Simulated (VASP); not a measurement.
# Sn4Se3 (Pm-3m) in VASP: further runs

Runs on Sn4Se3. Level: PBE. Tasks: single point.

Everything below comes from runs of VASP 6.6.1. Logs are shortened: lines on timing, memory, paths and dates and some standing lists are left out, and cuts for length are marked.

## Step 1: The cell of the first run

Symmetry: Pm-3m, No. 221, cubic system. The conventional cell has a = 5.833 Å, b = 5.833 Å, c = 5.833 Å, α = 90.00°, β = 90.00°, γ = 90.00°. Sn (site symmetry m-3m) has 6 Sn at 2.92 Å within 3.8 Å. Within 3.8 Å of Sn (site symmetry 4/mmm) lie 2 Sn at 2.92 Å and 4 Se at 2.92 Å. Within 3.8 Å of Se (site symmetry 4/mmm) lie 4 Sn at 2.92 Å.

The cell was built from a structure type or drawn by symmetry, and may not be a known phase.

## Step 2: Single point, PBE

INCAR

```
  ALGO = Normal
  EDIFF = 1E-6
  ENCUT = 500
  GGA = PE
  GGA_COMPAT = F
  ISIF = 2
  ISMEAR = 0
  LASPH = T
  LCHARG = F
  LREAL = F
  LWAVE = F
  NBANDS = 46
  NELM = 120
  PREC = Accurate
  SIGMA = 0.2
```

KPOINTS

```
k-points
0
Gamma
  3 3 3
```

POSCAR

```
Sn4Se3
1.0
    5.8330130713      0.0000000000      0.0000000000
    0.0000000000      5.8330130713      0.0000000000
    0.0000000000      0.0000000000      5.8330130713
Sn Se
4 3
Direct
    0.0000000000      0.0000000000      0.0000000000
    0.5000000000      0.0000000000      0.0000000000
    0.0000000000      0.5000000000      0.0000000000
    0.0000000000      0.0000000000      0.5000000000
    0.0000000000      0.5000000000      0.5000000000
    0.5000000000      0.0000000000      0.5000000000
    0.5000000000      0.5000000000      0.0000000000
```

Potentials or basis: VASP PAW PBE potentials, release 64 (Sn_d, Se).

Started as:

```sh
$ cat potpaw_PBE.64/Sn_d/POTCAR potpaw_PBE.64/Se/POTCAR > POTCAR
$ mpirun -np 1 vasp_std > vasp.out
```

OUTCAR:

```text
EDIFF = 1E-6
   ENCUT = 500
   GGA = PE
   ISIF = 2
   ISMEAR = 0
   LASPH = T
   LREAL = F
   NELM = 120
   PREC = Accurate

 ion  position               nearest neighbor table
   1  0.000  0.000  0.000-   2 2.92   3 2.92   4 2.92   4 2.92   3 2.92   2 2.92
   2  0.500  0.000  0.000-   1 2.92   6 2.92   7 2.92   6 2.92   7 2.92   1 2.92
   3  0.000  0.500  0.000-   1 2.92   5 2.92   7 2.92   5 2.92   1 2.92   7 2.92
   4  0.000  0.000  0.500-   1 2.92   5 2.92   6 2.92   1 2.92   5 2.92   6 2.92
   5  0.000  0.500  0.500-   3 2.92   4 2.92   3 2.92   4 2.92
   6  0.500  0.000  0.500-   2 2.92   4 2.92   2 2.92   4 2.92
   7  0.500  0.500  0.000-   2 2.92   3 2.92   2 2.92   3 2.92

  LATTYP: Found a simple cubic cell.
 ALAT       =     5.8330130713

  Lattice vectors:

 A1 = (   5.8330130713,   0.0000000000,   0.0000000000)
 A2 = (   0.0000000000,   5.8330130713,   0.0000000000)
 A3 = (   0.0000000000,   0.0000000000,   5.8330130713)

Analysis of symmetry for initial positions (statically):
=====================================================================
 Subroutine PRICEL returns:
 Original cell was already a primitive cell.

 Routine SETGRP: Setting up the symmetry group for a
 simple cubic supercell.

 Subroutine GETGRP returns: Found 48 space group operations
 (whereof 48 operations were pure point group operations)
 out of a pool of 48 trial point group operations.

The static configuration has the point symmetry O_h .

Analysis of symmetry for dynamics (positions and initial velocities):
=====================================================================
 Subroutine PRICEL returns:
 Original cell was already a primitive cell.

 Routine SETGRP: Setting up the symmetry group for a
 simple cubic supercell.

 Subroutine GETGRP returns: Found 48 space group operations
 (whereof 48 operations were pure point group operations)
 out of a pool of 48 trial point group operations.

The dynamic configuration has the point symmetry O_h .

 Subroutine INISYM returns: Found 48 space group operations
 (whereof 48 operations are pure point group operations),
 and found     1 'primitive' translations

----------------------------------------------------------------------------------------

                                     Primitive cell

  volume of cell :     198.4627

  direct lattice vectors                    reciprocal lattice vectors
     5.833013071  0.000000000  0.000000000     0.171437984  0.000000000  0.000000000
     0.000000000  5.833013071  0.000000000     0.000000000  0.171437984  0.000000000
     0.000000000  0.000000000  5.833013071     0.000000000  0.000000000  0.171437984

  length of vectors
     5.833013071  5.833013071  5.833013071     0.171437984  0.171437984  0.171437984

  position of ions in fractional coordinates (direct lattice)
     0.000000000  0.000000000  0.000000000
     0.500000000  0.000000000  0.000000000
     0.000000000  0.500000000  0.000000000
     0.000000000  0.000000000  0.500000000
     0.000000000  0.500000000  0.500000000
     0.500000000  0.000000000  0.500000000
     0.500000000  0.500000000  0.000000000

  ion indices of the primitive-cell ions
   primitive index   ion index
                 1           1
                 2           2
                 3           3
                 4           4
                 5           5
                 6           6
                 7           7

----------------------------------------------------------------------------------------

 KPOINTS: k-points

Automatic generation of k-mesh.
 Grid dimensions read from file:
 generate k-points for:    3    3    3

 Generating k-lattice:

  Cartesian coordinates                     Fractional coordinates (reciprocal lattice)
     0.057145995  0.000000000  0.000000000     0.333333333  0.000000000  0.000000000
     0.000000000  0.057145995  0.000000000     0.000000000  0.333333333  0.000000000
     0.000000000  0.000000000  0.057145995     0.000000000  0.000000000  0.333333333

  Length of vectors
     0.057145995  0.057145995  0.057145995

  Shift w.r.t. Gamma in fractional coordinates (k-lattice)
     0.000000000  0.000000000  0.000000000

 Subroutine IBZKPT returns following result:
 ===========================================

 Found      4 irreducible k-points:

 Following reciprocal coordinates:
            Coordinates               Weight
  0.000000  0.000000  0.000000      1.000000
  0.333333  0.000000  0.000000      6.000000
  0.333333  0.333333  0.000000     12.000000
  0.333333  0.333333  0.333333      8.000000
   k-points           NKPTS =      4   k-points in BZ     NKDIM =      4   number of bands    NBANDS=     46
   number of dos      NEDOS =    301   number of ions     NIONS =      7
   total plane-waves  NPLWV = 110592
   dimension x,y,z NGX =    48 NGY =   48 NGZ =   48
   dimension x,y,z NGXF=    96 NGYF=   96 NGZF=   96
   ions per type =               4   3
   NGX,Y,Z   is equivalent  to a cutoff of  13.68, 13.68, 13.68 a.u.
   NGXF,Y,Z  is equivalent  to a cutoff of  27.36, 27.36, 27.36 a.u.
 SYSTEM =  unknown system
   PREC   = accura    normal or accurate (medium, high low for compatibility)
   ISTART =      0    job   : 0-new  1-cont  2-samecut
   ICHARG =      2    charge: 1-file 2-atom 10-const
   ISPIN  =      1    spin polarized calculation?
   LNONCOLLINEAR =      F non collinear calculations
   LSORBIT =      F    spin-orbit coupling
   LASPH  =      T    aspherical Exc in radial PAW
   ENCUT  =  500.0 eV  36.75 Ry    6.06 a.u.  10.63 10.63 10.63*2*pi/ulx,y,z
   NELM   =    120;   NELMIN=  2; NELMDL= -5     # of ELM steps
   EDIFF  = 0.1E-05   stopping-criterion for ELM
   LREAL  =      F    real-space projection
   EDIFFG = 0.1E-04   stopping-criterion for IOM
   NSW    =      0    number of steps for IOM
   IBRION =     -1    ionic relax: 0-MD 1-quasi-New 2-CG
   NFREE  =      0    steps in history (QN), initial steepest desc. (CG)
   ISIF   =      2    stress and relaxation
   ISYM   =      2    0-nonsym 1-usesym 2-fastsym
   POTIM  = 0.5000    time-step for ionic-motion
   TEBEG  =    0.0;   TEEND  =   0.0 temperature during run
   PSTRESS=    0.0 pullay stress
   NELECT =      74.0000    total number of electrons
   NUPDOWN=      -1.0000    fix difference up-down
   EMIN   =  10.00;   EMAX   =-10.00  energy-range for DOS
   EFERMI =   0.00;   METHOD = LEGACY
   ISMEAR =     0;   SIGMA  =   0.20  broadening in eV -4-tet -1-fermi 0-gaus
   EFERMI_NEDOS =   21; number of points for ismear=-14 and -15
   IALGO  =     38    algorithm
   IMIX   =      4    mixing-type and parameters
     AMIX     =   0.40;   BMIX     =  1.00
     AMIX_MAG =   1.60;   BMIX_MAG =  1.00
  volume/ion in A,a.u.               =      28.35       191.33
  Fermi-wavevector in a.u.,A,eV,Ry     =   1.178309  2.226681 18.890487  1.388412
  Thomas-Fermi vector in A             =   2.314640
   LORBIT       =      0    0 simple, 1 ext, 2 COOP (PROOUT), +10 PAW based schemes
   GGA     = PE    functional components
   LHFCALC =     F    Hartree Fock is set to
   AEXX    =    0.0000 exact exchange contribution
   IVDW    =     0    specifies the selected vdW correction
   LEPSILON=     F    determine dielectric tensor
   LRPA    =     F    only Hartree local field effects (RPA)
 non-spin polarized calculation
 Gauss-broadening in eV      SIGMA  =   0.20
  energy-cutoff  :      500.00
  volume of cell :      198.46
 maximum number of plane-waves:      5046
 NGX is ok and might be reduce to    42
   NGX = 21   NGY = 21   NGZ = 21

 number of electron      73.9999999 magnetization

 Free energy of the ion-electron system (eV)
  ---------------------------------------------------
  ext. energy  EPLUGINS =         0.00000000
  ---------------------------------------------------
  free energy    TOTEN  =       -26.81310598 eV

  energy without entropy =      -26.64876611  energy(sigma->0) =      -26.73093604

 E-fermi :   4.6336     XC(G=0):  -9.4134

 val. band max:        4.6240259075   @ k =   0.3333   0.3333   0.3333
 cond. band min:       5.0820140300   @ k =   0.3333   0.3333   0.0000
 fundamental gap:      0.4579881226
 Fermi energy:         4.6335875763

 k-point     1 :       0.0000    0.0000    0.0000
  band No.  band energies     occupation
      1     -17.0547      2.00000
      2     -17.0547      2.00000
      3     -16.8596      2.00000
      4     -16.8596      2.00000
      5     -16.8596      2.00000
      6     -16.6360      2.00000
[... 38 lines left out ...]
     45      10.5879      0.00000
     46      10.5879      0.00000

 k-point     2 :       0.3333    0.0000    0.0000
  band No.  band energies     occupation
      1     -17.0545      2.00000
      2     -16.9784      2.00000
      3     -16.8593      2.00000
      4     -16.8397      2.00000
      5     -16.8397      2.00000
      6     -16.6215      2.00000
[... 38 lines left out ...]
     45      10.4475      0.00000
     46      10.4475      0.00000

 k-point     3 :       0.3333    0.3333    0.0000
  band No.  band energies     occupation
      1     -17.0196      2.00000
      2     -16.9250      2.00000
      3     -16.8395      2.00000
      4     -16.8394      2.00000
      5     -16.8185      2.00000
      6     -16.6160      2.00000
[... 38 lines left out ...]
     45      10.0528      0.00000
     46      10.7314      0.00000

 k-point     4 :       0.3333    0.3333    0.3333
  band No.  band energies     occupation
      1     -16.9248      2.00000
      2     -16.9248      2.00000
      3     -16.8184      2.00000
      4     -16.8181      2.00000
      5     -16.8181      2.00000
      6     -16.6131      2.00000
[... 38 lines left out ...]
     45       7.9138      0.00000
     46      10.0631      0.00000

------------------------ aborting loop because EDIFF is reached ----------------------------------------

  FORCE on cell =-STRESS in cart. coord.  units (eV):
  Direction    XX          YY          ZZ          XY          YZ          ZX
  --------------------------------------------------------------------------------------
  -------------------------------------------------------------------------------------
  Total        0.7951587      0.7951587      0.7951587      0.0000000     -0.0000000      0.0000000
  in kB        6.4192683      6.4192683      6.4192683      0.0000000     -0.0000000      0.0000000
  external PRESSURE =       6.4192683 kB  Pullay stress =       0.0000000 kB

 VOLUME and BASIS-vectors are now :
 -----------------------------------------------------------------------------
  energy-cutoff  :      500.00
  volume of cell :      198.46
      direct lattice vectors                 reciprocal lattice vectors
     5.833013071  0.000000000  0.000000000     0.171437984  0.000000000  0.000000000
     0.000000000  5.833013071  0.000000000     0.000000000  0.171437984  0.000000000
     0.000000000  0.000000000  5.833013071     0.000000000  0.000000000  0.171437984

 POSITION                                       TOTAL-FORCE (eV/Angst)
 -----------------------------------------------------------------------------------
      0.00000      0.00000      0.00000         0.000000      0.000000      0.000000
      2.91651      0.00000      0.00000         0.000000      0.000000      0.000000
      0.00000      2.91651      0.00000         0.000000      0.000000      0.000000
      0.00000      0.00000      2.91651         0.000000      0.000000      0.000000
      0.00000      2.91651      2.91651         0.000000      0.000000      0.000000
      2.91651      0.00000      2.91651         0.000000      0.000000      0.000000
      2.91651      2.91651      0.00000         0.000000      0.000000      0.000000
 -----------------------------------------------------------------------------------
    total drift:                                0.000000      0.000000      0.000000

  FREE ENERGIE OF THE ION-ELECTRON SYSTEM (eV)
  ---------------------------------------------------
  free  energy   TOTEN  =       -26.8131059768 eV

  energy  without entropy=      -26.6487661098  energy(sigma->0) =      -26.73093604
```

It took 32 s on 1 thread of AMD EPYC 9R45 (Zen 5), shared host; peak memory 0.29 GiB.

What came out:

| Item | Value |
| --- | --- |
| Free energy | -26.8131 eV |
| Pressure | 0.6 GPa |
| Band gap on the k mesh | zero (bands 37 and 38 overlap by 0.47 eV) |

Caveat: semilocal functionals underestimate gaps, so a narrow gap can read as zero; spin-orbit coupling is left out, which moves the levels of the heavy elements.

## Step 3: Single point, PBE

This run uses another cell than the first one, of 29.84 Å³/atom.

INCAR

```
SYSTEM = Sn4Se3
  PREC = Accurate
  ENCUT = 500
  EDIFF = 1E-6
  ISMEAR = 0
  SIGMA = 0.2
  LREAL = .FALSE.
  LASPH = .TRUE.
  NELM = 120
  ALGO = Normal
  ISIF = 2
  LWAVE = .FALSE.
  LCHARG = .TRUE.
  GGA = PE
  LELF = .TRUE.
  LVHAR = .TRUE.
  NBANDS = 46
  GGA_COMPAT = .FALSE.
```

KPOINTS

```
regular mesh
0
G
  3 3 3
  0 0 0
```

POSCAR

```
Sn4Se3
1.0
    5.9331372211      0.0000000000      0.0000000000
    0.0000000000      5.9331372211      0.0000000000
    0.0000000000      0.0000000000      5.9331372211
Sn Se
4 3
Direct
    0.5000000000      0.5000000000      0.5000000000
    0.5000000000      0.0000000000      0.0000000000
    0.0000000000      0.5000000000      0.0000000000
    0.0000000000      0.0000000000      0.5000000000
    0.5000000000      0.5000000000      0.0000000000
    0.0000000000      0.5000000000      0.5000000000
    0.5000000000      0.0000000000      0.5000000000
```

Potentials or basis: VASP PAW PBE potentials, release 64 (Sn_d, Se).

Started as:

```sh
$ cat potpaw_PBE.64/Sn_d/POTCAR potpaw_PBE.64/Se/POTCAR > POTCAR
$ mpirun -np 1 vasp_std > vasp.out
```

Run time: 32 s. Hardware: 1 thread of AMD EPYC 9R45 (Zen 5), shared host; peak memory 0.29 GiB.

The run converged. Its results:

```
Free energy            : -27.6993 eV
Pressure               : 0.4 GPa
Band gap on the k mesh : zero (bands 37 and 38 overlap by 1.10 eV)
```

Levels at points of the mesh, in eV from the Fermi level:
```
           k point  band 34  band 35  band 36  band 37  band 38  band 39
(0.00, 0.00, 0.00)    -3.21    -3.21    -3.21     1.07     1.07     1.07
```

Caveat: spin-orbit coupling is left out, which moves the levels of the heavy elements.

## Step 4: Single point, PBE

This run uses another cell than the first one, of 30.57 Å³/atom.

INCAR

```
PREC     = Accurate       # precision mode
ENCUT    = 500            # plane-wave cutoff, eV
EDIFF    = 1E-6           # SCF threshold, eV
ISMEAR   = 0              # smearing method
SIGMA    = 0.2            # smearing width, eV
LREAL    = F              # projectors in reciprocal space
LASPH    = T              # aspherical terms in the spheres
NELM     = 120            # most SCF steps
ALGO     = Normal         # electronic algorithm
ISIF     = 2              # what is computed and relaxed
LWAVE    = F              # write WAVECAR
LCHARG   = T              # write CHGCAR
GGA      = PE             # functional
LELF     = T              # ELF
LVHAR    = T            
NBANDS   = 46             # bands
GGA_COMPAT= F
```

KPOINTS

```
Automatic mesh
0
Gamma
  3 3 3
```

POSCAR

```
Sn4Se3
1.0
    5.9815800274      0.0000000000      0.0000000000
    0.0000000000      5.9815800274      0.0000000000
    0.0000000000      0.0000000000      5.9815800274
Sn Se
4 3
Direct
    0.0000000000      0.5000000000      0.5000000000
    0.5000000000      0.0000000000      0.5000000000
    0.5000000000      0.5000000000      0.0000000000
    0.0000000000      0.0000000000      0.0000000000
    0.5000000000      0.0000000000      0.0000000000
    0.0000000000      0.5000000000      0.0000000000
    0.0000000000      0.0000000000      0.5000000000
```

Started as:

```sh
$ cat potpaw_PBE.64/Sn_d/POTCAR potpaw_PBE.64/Se/POTCAR > POTCAR
$ mpirun -np 1 vasp_std > vasp.out
```

Run time: 32 s. Hardware: 1 thread of AMD EPYC 9R45 (Zen 5), shared host; peak memory 0.28 GiB.

It converged, with:

```yaml
Free_energy: -27.6955 eV
Pressure: -0.7 GPa
Band_gap_on_the_k_mesh: zero (bands 37 and 38 overlap by 1.05 eV)
```

Levels at points of the mesh, in eV from the Fermi level:
```tsv
k point	band 32	band 33	band 34	band 35	band 36	band 37	band 38	band 39	band 40	band 41
(0.00, 0.00, 0.00)	-3.99	-3.99	-3.17	-3.17	-3.17	1.02	1.02	1.02	3.06	3.06
```

Caveat: spin-orbit coupling is left out, which moves the levels of the heavy elements.

## Step 5: Overview

```csv
cell,gap on the mesh (eV),pressure (GPa)
"a = 5.833 Å, 7 atoms, atomic positions A",none,0.6
"a = 5.933 Å, 7 atoms, atomic positions B",none,0.4
"a = 5.982 Å, 7 atoms, atomic positions B",none,-0.7
```

Alike in all rows: task single point; level PBE; potentials or basis VASP PAW PBE potentials, release 64 (Sn_d, Se); no spin polarisation; k mesh 3 × 3 × 3; cutoff (eV) 500; smearing gaussian 0.2 eV.

Caveats: spin-orbit coupling is left out, which moves the levels of the heavy elements; semilocal functionals underestimate gaps, so a narrow gap can read as zero (at least some runs).

Absolute energies hang on the potentials; compare differences alone.
